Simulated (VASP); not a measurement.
# Ba: single point with PBE

Ba:

```
CELL_PARAMETERS angstrom
4.47844 0.00000 0.00000
-2.23922 3.87844 0.00000
0.00000 0.00000 7.33911
ATOMIC_POSITIONS crystal
Ba 0.33333 0.66667 0.25000
Ba 0.66667 0.33333 0.75000
```

This isn't the form of Ba at room conditions, which is bcc.

```
Program             : VASP 6.6.1
Task                : single point
Functional          : PBE
Potentials or basis : VASP PAW PBE potentials, release 64 (Ba_sv)
Cutoff              : 520 eV
k mesh              : 8 × 8 × 5
Occupations         : fermi-dirac, width 0.1 eV
Spin                : non-collinear spin, zero start, spin-orbit coupling
Starting moments    : [[0.0, 0.0, 0.0], [0.0, 0.0, 0.0]] μB
```

```
Pressure                                              : 0.0 GPa
Net moment                                            : 0.00 μB per cell
Valence electrons inside the program's atomic spheres : Ba 7.89
```

Moments on the atoms (μB; x, y, z):
```
Ba  0.00 0.00 0.00
Ba  0.00 0.00 0.00
```

Run time: 7.5 min on 1 thread of Intel Xeon 8259CL, on a shared host, peak memory 0.61 GiB.
